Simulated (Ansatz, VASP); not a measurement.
## One calculation of SnSe2, two programs

File POSCAR:

```
SnSe2
1.0
    3.8251493298      0.0000000000      0.0000000000
   -1.9125746649      3.3126764929      0.0000000000
    0.0000000000      0.0000000000      6.4138914363
Sn Se
1 2
Direct
    0.0000000000      0.0000000000      0.0000000000
    0.3333333333      0.6666666667      0.2463248127
    0.6666666667      0.3333333333      0.7536751873
```

File INCAR.step1:

```
SYSTEM = SnSe2
PREC = Accurate
ENCUT = 520
ISMEAR = 0
SIGMA = 0.01
LREAL = .FALSE.
LASPH = .TRUE.
NELM = 80
NBANDS = 20
GGA = PE
ALGO = Normal
EDIFF = 1E-4
LWAVE = .TRUE.
LCHARG = .FALSE.
```

File INCAR.step2:

```
SYSTEM = SnSe2
PREC = Accurate
ENCUT = 520
EDIFF = 1E-6
ISMEAR = 0
SIGMA = 0.01
LREAL = .FALSE.
LASPH = .TRUE.
NELM = 80
ALGO = Normal
ISIF = 2
LWAVE = .FALSE.
LCHARG = .FALSE.
METAGGA = R2SCAN
LMIXTAU = .TRUE.
NBANDS = 20
ISTART = 1
```

File KPOINTS:

```
regular mesh
0
G
  12 12 4
  0 0 0
```

Input for Ansatz:

```yaml
crystal:
  lattice:
    - [3.8251493298, 0.0, 0.0]
    - [-1.9125746649, 3.3126764929, 0.0]
    - [0.0, 0.0, 6.4138914363]
  atoms:
    - { symbol: Sn, position: [0.0, 0.0, 0.0] }
    - { symbol: Se, position: [0.3333333333, 0.6666666667, 0.2463248127] }
    - { symbol: Se, position: [0.6666666667, 0.3333333333, 0.7536751873] }
kpoints:
  mp_grid: { grid: [12, 12, 4] }
  band_path:
    path:
      - [0.0, 0.0, 0.0]
      - [0.5, 0.0, 0.0]
      - [0.3333333333, 0.3333333333, 0.0]
      - [0.0, 0.0, 0.5]
      - [0.5, 0.0, 0.5]
      - [0.3333333333, 0.3333333333, 0.5]
      - [0.0, 0.145833, -0.143229]
      - [0.0, 0.46875, 0.356771]
    npoints: 1
hamiltonian:
  xc: r2scan
scf:
  occupations: { method: fixed }
  n_extra_bands: 4
output:
  forces: true
  stress: true
  eigenvalues: true
```

Change from the starting cell: uniaxial_z strain +3.0%.

Alike in both runs: task single point; functional r2SCAN; k mesh 12 × 12 × 4; no spin polarisation.

```csv
,VASP,Ansatz
version,VASP 6.6.1,Ansatz 0.2.0
potentials or method,"VASP PAW PBE potentials, release 64 (Sn_d, Se)","plane waves, PAW"
plane-wave cutoff (eV),520,500
occupations,"gaussian, width 0.01 eV",fixed
valence electrons in the cell,26,46
```

|  | VASP | Ansatz | Ansatz less VASP |
| --- | --- | --- | --- |
| gap on the k mesh at the Fermi level (eV) | 1.02 | 1.02 | -0.004 |
| pressure (GPa) | 0.5 | 0.5 | -0.05 |
| traceless stress, the component that is largest in VASP (GPa) | -0.28 | -0.28 | 0.000 |
| rms of the force components (eV/Å) | 0.008 | 0.014 | +0.0060 |

VASP's potentials were made for PBE, not for r2SCAN. Atom by atom the forces differ by 0.006 eV/Å (rms over components). VASP's potentials hold 26 valence electrons a cell and Ansatz's 46, so a difference there can come from the potentials and not from the codes.
